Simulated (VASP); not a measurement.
# Na2N (Fm-3m) in VASP: single point with PBE

Aim: the single point of Na2N with PBE.

Everything below comes from runs of VASP 6.6.1. Logs are shortened: lines on timing, memory, paths and dates and some standing lists are left out, and cuts for length are marked.

### 1 The cell of the first run

Symmetry: Fm-3m, No. 225, cubic system. Conventional cell: a = 6.478 Å, b = 6.478 Å, c = 6.478 Å, α = 90.00°, β = 90.00°, γ = 90.00°. Na (site symmetry -43m) has 4 N at 2.81 Å and 6 Na at 3.24 Å within 3.7 Å. Within 3.7 Å of N (site symmetry m-3m) lie 8 Na at 2.81 Å.

### 2 Single point, PBE

Input file INCAR:

```
PREC = Accurate
ENCUT = 600
EDIFF = 1E-6
ISMEAR = 0
SIGMA = 0.1
LREAL = False
LASPH = True
NELM = 120
ALGO = Normal
ISIF = 2
LWAVE = False
LCHARG = False
GGA = PE
NBANDS = 16
GGA_COMPAT = False
```

Input file KPOINTS:

```
regular mesh
0
Gamma
  4 4 4
```

Input file POSCAR:

```
Na2N
1.0
    0.0000000000      3.2390901700      3.2390901700
    3.2390901700      0.0000000000      3.2390901700
    3.2390901700      3.2390901700      0.0000000000
Na N
2 1
Direct
    0.2500000000      0.2500000000      0.2500000000
    0.7500000000      0.7500000000      0.7500000000
    0.0000000000      0.0000000000      0.0000000000
```

Potentials or basis: VASP PAW PBE potentials, release 64 (Na_pv, N).

Started as:

```console
$ cat potpaw_PBE.64/Na_pv/POTCAR potpaw_PBE.64/N/POTCAR > POTCAR
$ mpirun -np 1 vasp_std > vasp.out
```

OUTCAR:

```text
PREC = Accurate
   ENCUT = 600
   EDIFF = 1E-6
   ISMEAR = 0
   LREAL = False
   LASPH = True
   NELM = 120
   ISIF = 2
   GGA = PE

 ion  position               nearest neighbor table
   1  0.250  0.250  0.250-
   2  0.750  0.750  0.750-
   3  0.000  0.000  0.000-

  LATTYP: Found a face centered cubic cell.
 ALAT       =     6.4781803400

  Lattice vectors:

 A1 = (   0.0000000000,   3.2390901700,   3.2390901700)
 A2 = (   3.2390901700,   0.0000000000,   3.2390901700)
 A3 = (   3.2390901700,   3.2390901700,   0.0000000000)

Analysis of symmetry for initial positions (statically):
=====================================================================
 Subroutine PRICEL returns:
 Original cell was already a primitive cell.

 Routine SETGRP: Setting up the symmetry group for a
 face centered cubic supercell.

 Subroutine GETGRP returns: Found 48 space group operations
 (whereof 48 operations were pure point group operations)
 out of a pool of 48 trial point group operations.

The static configuration has the point symmetry O_h .

Analysis of symmetry for dynamics (positions and initial velocities):
=====================================================================
 Subroutine PRICEL returns:
 Original cell was already a primitive cell.

 Routine SETGRP: Setting up the symmetry group for a
 face centered cubic supercell.

 Subroutine GETGRP returns: Found 48 space group operations
 (whereof 48 operations were pure point group operations)
 out of a pool of 48 trial point group operations.

The dynamic configuration has the point symmetry O_h .

 Subroutine INISYM returns: Found 48 space group operations
 (whereof 48 operations are pure point group operations),
 and found     1 'primitive' translations

----------------------------------------------------------------------------------------

                                     Primitive cell

  volume of cell :      67.9672

  direct lattice vectors                    reciprocal lattice vectors
     0.000000000  3.239090170  3.239090170    -0.154364335  0.154364335  0.154364335
     3.239090170  0.000000000  3.239090170     0.154364335 -0.154364335  0.154364335
     3.239090170  3.239090170  0.000000000     0.154364335  0.154364335 -0.154364335

  length of vectors
     4.580765248  4.580765248  4.580765248     0.267366871  0.267366871  0.267366871

  position of ions in fractional coordinates (direct lattice)
     0.250000000  0.250000000  0.250000000
     0.750000000  0.750000000  0.750000000
     0.000000000  0.000000000  0.000000000

  ion indices of the primitive-cell ions
   primitive index   ion index
                 1           1
                 2           2
                 3           3

----------------------------------------------------------------------------------------

 KPOINTS: regular mesh

Automatic generation of k-mesh.
 Grid dimensions read from file:
 generate k-points for:    4    4    4

 Generating k-lattice:

  Cartesian coordinates                     Fractional coordinates (reciprocal lattice)
    -0.038591084  0.038591084  0.038591084     0.250000000  0.000000000  0.000000000
     0.038591084 -0.038591084  0.038591084     0.000000000  0.250000000  0.000000000
     0.038591084  0.038591084 -0.038591084     0.000000000  0.000000000  0.250000000

  Length of vectors
     0.066841718  0.066841718  0.066841718

  Shift w.r.t. Gamma in fractional coordinates (k-lattice)
     0.000000000  0.000000000  0.000000000

 Subroutine IBZKPT returns following result:
 ===========================================

 Found      8 irreducible k-points:

 Following reciprocal coordinates:
            Coordinates               Weight
  0.000000  0.000000  0.000000      1.000000
  0.250000  0.000000  0.000000      8.000000
  0.500000  0.000000  0.000000      4.000000
  0.250000  0.250000  0.000000      6.000000
  0.500000  0.250000  0.000000     24.000000
 -0.250000  0.250000  0.000000     12.000000
  0.500000  0.500000  0.000000      3.000000
 -0.250000  0.500000  0.250000      6.000000
   k-points           NKPTS =      8   k-points in BZ     NKDIM =      8   number of bands    NBANDS=     16
   number of dos      NEDOS =    301   number of ions     NIONS =      3
   total plane-waves  NPLWV =  64000
   dimension x,y,z NGX =    40 NGY =   40 NGZ =   40
   dimension x,y,z NGXF=    80 NGYF=   80 NGZF=   80
   ions per type =               2   1
   NGX,Y,Z   is equivalent  to a cutoff of  14.52, 14.52, 14.52 a.u.
   NGXF,Y,Z  is equivalent  to a cutoff of  29.03, 29.03, 29.03 a.u.
 SYSTEM =  unknown system
   PREC   = accura    normal or accurate (medium, high low for compatibility)
   ISTART =      0    job   : 0-new  1-cont  2-samecut
   ICHARG =      2    charge: 1-file 2-atom 10-const
   ISPIN  =      1    spin polarized calculation?
   LNONCOLLINEAR =      F non collinear calculations
   LSORBIT =      F    spin-orbit coupling
   LASPH  =      T    aspherical Exc in radial PAW
   ENCUT  =  600.0 eV  44.10 Ry    6.64 a.u.   9.15  9.15  9.15*2*pi/ulx,y,z
   NELM   =    120;   NELMIN=  2; NELMDL= -5     # of ELM steps
   EDIFF  = 0.1E-05   stopping-criterion for ELM
   LREAL  =      F    real-space projection
   EDIFFG = 0.1E-04   stopping-criterion for IOM
   NSW    =      0    number of steps for IOM
   IBRION =     -1    ionic relax: 0-MD 1-quasi-New 2-CG
   NFREE  =      0    steps in history (QN), initial steepest desc. (CG)
   ISIF   =      2    stress and relaxation
   ISYM   =      2    0-nonsym 1-usesym 2-fastsym
   POTIM  = 0.5000    time-step for ionic-motion
   TEBEG  =    0.0;   TEEND  =   0.0 temperature during run
   PSTRESS=    0.0 pullay stress
   NELECT =      19.0000    total number of electrons
   NUPDOWN=      -1.0000    fix difference up-down
   EMIN   =  10.00;   EMAX   =-10.00  energy-range for DOS
   EFERMI =   0.00;   METHOD = LEGACY
   ISMEAR =     0;   SIGMA  =   0.10  broadening in eV -4-tet -1-fermi 0-gaus
   EFERMI_NEDOS =   21; number of points for ismear=-14 and -15
   IALGO  =     38    algorithm
   IMIX   =      4    mixing-type and parameters
     AMIX     =   0.40;   BMIX     =  1.00
     AMIX_MAG =   1.60;   BMIX_MAG =  1.00
  volume/ion in A,a.u.               =      22.66       152.89
  Fermi-wavevector in a.u.,A,eV,Ry     =   1.070433  2.022826 15.589933  1.145828
  Thomas-Fermi vector in A             =   2.206143
   LORBIT       =      0    0 simple, 1 ext, 2 COOP (PROOUT), +10 PAW based schemes
   GGA     = PE    functional components
   LHFCALC =     F    Hartree Fock is set to
   AEXX    =    0.0000 exact exchange contribution
   IVDW    =     0    specifies the selected vdW correction
   LEPSILON=     F    determine dielectric tensor
   LRPA    =     F    only Hartree local field effects (RPA)
 non-spin polarized calculation
 Gauss-broadening in eV      SIGMA  =   0.10
  energy-cutoff  :      600.00
  volume of cell :       67.97
 maximum number of plane-waves:      2280
 NGX is ok and might be reduce to    40
   NGX = 19   NGY = 19   NGZ = 19

 number of electron      18.9999989 magnetization

 Free energy of the ion-electron system (eV)
  ---------------------------------------------------
  ext. energy  EPLUGINS =         0.00000000
  ---------------------------------------------------
  free energy    TOTEN  =        -8.93697061 eV

  energy without entropy =       -8.89470890  energy(sigma->0) =       -8.91583976

 E-fermi :  -0.4294     XC(G=0):  -7.3759

 val. band max:       -0.4895984258   @ k =   0.2500   0.2500   0.0000
 cond. band min:      -0.4124080058   @ k =  -0.2500   0.2500   0.0000
 fundamental gap:      0.0771904200
 Fermi energy:        -0.4294244582

 k-point     1 :       0.0000    0.0000    0.0000
  band No.  band energies     occupation
      1     -23.6496      2.00000
      2     -23.6496      2.00000
      3     -23.6496      2.00000
      4     -23.5936      2.00000
      5     -23.5936      2.00000
      6     -23.5936      2.00000
      7     -11.5589      2.00000
      8      -0.3235      0.13403
      9      -0.3235      0.13403
     10      -0.3235      0.13403
     11       0.3458      0.00000
     12       8.1315      0.00000
     13       8.1315      0.00000
     14       8.1315      0.00000
     15       9.8851      0.00000
     16       9.8851      0.00000

 k-point     2 :       0.2500    0.0000    0.0000
  band No.  band energies     occupation
      1     -23.6436      2.00000
      2     -23.6418      2.00000
      3     -23.6418      2.00000
      4     -23.6046      2.00000
      5     -23.6022      2.00000
      6     -23.6022      2.00000
      7     -11.4962      2.00000
      8      -1.2723      2.00000
      9      -0.3669      0.37682
     10      -0.3669      0.37681
     11       1.7900      0.00000
     12       6.0849      0.00000
     13       7.7106      0.00000
     14       7.7106      0.00000
     15       9.3947      0.00000
     16       9.3947      0.00000

 k-point     3 :       0.5000    0.0000    0.0000
  band No.  band energies     occupation
      1     -23.6278      2.00000
      2     -23.6254      2.00000
      3     -23.6227      2.00000
      4     -23.6227      2.00000
      5     -23.6220      2.00000
      6     -23.6220      2.00000
      7     -11.4327      2.00000
      8      -1.6980      2.00000
      9      -0.4086      0.76792
     10      -0.4086      0.76791
     11       3.3804      0.00000
     12       4.0502      0.00000
     13       7.1776      0.00000
     14       7.1776      0.00000
     15       9.7203      0.00000
     16      10.1806      0.00000

 k-point     4 :       0.2500    0.2500    0.0000
  band No.  band energies     occupation
      1     -23.6547      2.00000
      2     -23.6547      2.00000
      3     -23.6333      2.00000
      4     -23.6151      2.00000
      5     -23.5901      2.00000
      6     -23.5901      2.00000
      7     -11.4762      2.00000
      8      -1.2482      2.00000
      9      -0.4896      1.60523
     10      -0.4896      1.60522
     11       2.0807      0.00000
     12       6.3452      0.00000
     13       6.9033      0.00000
     14       7.6521      0.00000
     15       7.6521      0.00000
     16      10.6926      0.00000

 k-point     5 :       0.5000    0.2500    0.0000
  band No.  band energies     occupation
      1     -23.6578      2.00000
      2     -23.6501      2.00000
      3     -23.6487      2.00000
      4     -23.5981      2.00000
      5     -23.5969      2.00000
      6     -23.5925      2.00000
      7     -11.4139      2.00000
      8      -1.4356      2.00000
      9      -0.7815      2.00000
     10      -0.5318      1.85241
     11       3.3106      0.00000
     12       4.8495      0.00000
     13       6.0577      0.00000
     14       7.4097      0.00000
     15       8.2804      0.00000
     16      11.0784      0.00000

 k-point     6 :      -0.2500    0.2500    0.0000
  band No.  band energies     occupation
      1     -23.6605      2.00000
      2     -23.6300      2.00000
      3     -23.6266      2.00000
      4     -23.6204      2.00000
      5     -23.6181      2.00000
      6     -23.5868      2.00000
      7     -11.4341      2.00000
      8      -1.4059      2.00000
      9      -0.8018      2.00000
     10      -0.4124      0.80983
     11       3.0833      0.00000
     12       5.1494      0.00000
     13       5.9360      0.00000
     14       7.4710      0.00000
     15       9.5439      0.00000
     16       9.5861      0.00000

 k-point     7 :       0.5000    0.5000    0.0000
  band No.  band energies     occupation
      1     -23.6726      2.00000
      2     -23.6598      2.00000
      3     -23.6598      2.00000
      4     -23.5867      2.00000
      5     -23.5867      2.00000
      6     -23.5803      2.00000
      7     -11.3945      2.00000
      8      -1.4770      2.00000
      9      -0.6462      1.99783
     10      -0.6462      1.99783
     11       2.8270      0.00000
     12       5.5393      0.00000
     13       6.0906      0.00000
     14       7.5792      0.00000
     15       7.5792      0.00000
     16       9.3826      0.00000

 k-point     8 :      -0.2500    0.5000    0.2500
  band No.  band energies     occupation
      1     -23.6675      2.00000
      2     -23.6649      2.00000
      3     -23.6234      2.00000
      4     -23.6234      2.00000
      5     -23.5836      2.00000
      6     -23.5834      2.00000
      7     -11.3939      2.00000
      8      -1.0891      2.00000
      9      -1.0891      2.00000
     10      -0.7695      2.00000
     11       3.5793      0.00000
     12       5.6316      0.00000
     13       5.6316      0.00000
     14       5.9285      0.00000
     15       9.8971      0.00000
     16       9.8971      0.00000

------------------------ aborting loop because EDIFF is reached ----------------------------------------

  FORCE on cell =-STRESS in cart. coord.  units (eV):
  Direction    XX          YY          ZZ          XY          YZ          ZX
  --------------------------------------------------------------------------------------
  -------------------------------------------------------------------------------------
  Total       -2.4463537     -2.4463537     -2.4463537      0.0000000      0.0000000     -0.0000000
  in kB      -57.6674460    -57.6674460    -57.6674460      0.0000000      0.0000000     -0.0000000
  external PRESSURE =     -57.6674460 kB  Pullay stress =       0.0000000 kB

 VOLUME and BASIS-vectors are now :
 -----------------------------------------------------------------------------
  energy-cutoff  :      600.00
  volume of cell :       67.97
      direct lattice vectors                 reciprocal lattice vectors
     0.000000000  3.239090170  3.239090170    -0.154364335  0.154364335  0.154364335
     3.239090170  0.000000000  3.239090170     0.154364335 -0.154364335  0.154364335
     3.239090170  3.239090170  0.000000000     0.154364335  0.154364335 -0.154364335

 POSITION                                       TOTAL-FORCE (eV/Angst)
 -----------------------------------------------------------------------------------
      1.61955      1.61955      1.61955         0.000000      0.000000     -0.000000
      4.85864      4.85864      4.85864        -0.000000     -0.000000      0.000000
      0.00000      0.00000      0.00000         0.000000      0.000000      0.000000
 -----------------------------------------------------------------------------------
    total drift:                               -0.000000     -0.000000      0.000000

  FREE ENERGIE OF THE ION-ELECTRON SYSTEM (eV)
  ---------------------------------------------------
  free  energy   TOTEN  =        -8.9369706131 eV

  energy  without entropy=       -8.8947088987  energy(sigma->0) =       -8.91583976
```

It took 13 s on 1 thread of Intel Xeon Platinum 8488C (Sapphire Rapids), shared host; peak memory 0.22 GiB.

What came out:

* Free energy: -8.9370 eV
* Pressure: -5.8 GPa

Caveat: the k points lie up to 0.42 Å⁻¹ apart.
